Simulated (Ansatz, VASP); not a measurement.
Ga2O3: VASP beside Ansatz

File INCAR:

```
ALGO = Normal
EDIFF = 1E-6
ENCUT = 520
GGA = PE
ISIF = 2
ISMEAR = 0
LASPH = True
LCHARG = True
LELF = True
LREAL = Auto
LVHAR = True
LWAVE = False
NBANDS = 104
NELM = 100
PREC = Accurate
SIGMA = 0.05
```

Contents of KPOINTS:

```
k-points
0
Gamma
  5 9 3
```

Contents of POSCAR:

```
Ga2O3
1.0
    1.4027234631      0.0000000000     -5.7076941965
    0.0000000000      3.0835130475      0.0000000000
   11.8937717162      0.0000000000      2.3060625548
Ga O
8 12
Direct
   -0.2087579470      0.0000000000      0.8399134337
    0.5912420530      0.5000000000      0.3399134337
    0.3087579470      0.0000000000      0.6600865663
    0.1087579470      0.5000000000      0.1600865663
    0.0992023978      0.0000000000      0.4085007299
    0.2992023978      0.5000000000      0.9085007299
    0.6007976022      0.0000000000      0.0914992701
   -0.1992023978      0.5000000000      0.5914992701
   -0.4938107105      0.0000000000      0.9134883783
    0.3061892895      0.5000000000      0.4134883783
    0.5938107105      0.0000000000      0.5865116217
    0.3938107105      0.5000000000      0.0865116217
    0.0551210915      0.0000000000      0.9237013128
   -0.1448789085      0.5000000000      0.4237013128
    0.0448789085      0.0000000000      0.5762986872
    0.8448789085      0.5000000000      0.0762986872
    0.0917264668      0.0000000000      0.2460195696
    0.2917264668      0.5000000000      0.7460195696
    0.6082735332      0.0000000000      0.2539804304
   -0.1917264668      0.5000000000      0.7539804304
```

Input for Ansatz:

```yaml
crystal:
  lattice:
    - [1.4027234631, 0.0, -5.7076941965]
    - [0.0, 3.0835130475, 0.0]
    - [11.8937717162, 0.0, 2.3060625548]
  atoms:
    - { symbol: Ga, position: [-0.208757947, 0.0, 0.8399134337] }
    - { symbol: Ga, position: [0.591242053, 0.5, 0.3399134337] }
    - { symbol: Ga, position: [0.308757947, 0.0, 0.6600865663] }
    - { symbol: Ga, position: [0.108757947, 0.5, 0.1600865663] }
    - { symbol: Ga, position: [0.0992023978, 0.0, 0.4085007299] }
    - { symbol: Ga, position: [0.2992023978, 0.5, 0.9085007299] }
    - { symbol: Ga, position: [0.6007976022, 0.0, 0.0914992701] }
    - { symbol: Ga, position: [-0.1992023978, 0.5, 0.5914992701] }
    - { symbol: O, position: [-0.4938107105, 0.0, 0.9134883783] }
    - { symbol: O, position: [0.3061892895, 0.5, 0.4134883783] }
    - { symbol: O, position: [0.5938107105, 0.0, 0.5865116217] }
    - { symbol: O, position: [0.3938107105, 0.5, 0.0865116217] }
    - { symbol: O, position: [0.0551210915, 0.0, 0.9237013128] }
    - { symbol: O, position: [-0.1448789085, 0.5, 0.4237013128] }
    - { symbol: O, position: [0.0448789085, 0.0, 0.5762986872] }
    - { symbol: O, position: [0.8448789085, 0.5, 0.0762986872] }
    - { symbol: O, position: [0.0917264668, 0.0, 0.2460195696] }
    - { symbol: O, position: [0.2917264668, 0.5, 0.7460195696] }
    - { symbol: O, position: [0.6082735332, 0.0, 0.2539804304] }
    - { symbol: O, position: [-0.1917264668, 0.5, 0.7539804304] }
basis:
  ecutwfc: 420
kpoints:
  mp_grid: { grid: [5, 9, 3] }
hamiltonian:
  xc: pbe
scf:
  occupations: { method: gaussian, width: 0.05 }
output:
  forces: true
  stress: true
  eigenvalues: true
```

Alike in both runs: task single point; functional PBE; k mesh 5 × 9 × 3; occupations gaussian, width 0.05 eV; no spin polarisation.

|  | VASP | Ansatz |
| --- | --- | --- |
| version | VASP 6.6.1 | Ansatz 0.2.0 |
| potentials or method | VASP PAW PBE potentials, release 64 (Ga_d, O), cutoff 520 eV | scalar-relativistic, plane waves, PAW |
| valence electrons in the cell | 176 | 176 |

|  | VASP | Ansatz | Ansatz less VASP |
| --- | --- | --- | --- |
| gap on the k mesh at the Fermi level (eV) | 1.12 | 1.14 | +0.025 |
| least direct gap on the mesh (eV) | 1.19 | 1.22 | +0.025 |
| pressure (GPa) | 0.2 | -0.4 | -0.60 |
| traceless stress, the component that is largest in VASP (GPa) | 4.65 | 4.68 | +0.035 |
| rms of the force components (eV/Å) | 0.682 | 0.678 | -0.0040 |

Atom by atom the forces differ by 0.012 eV/Å (rms over components).
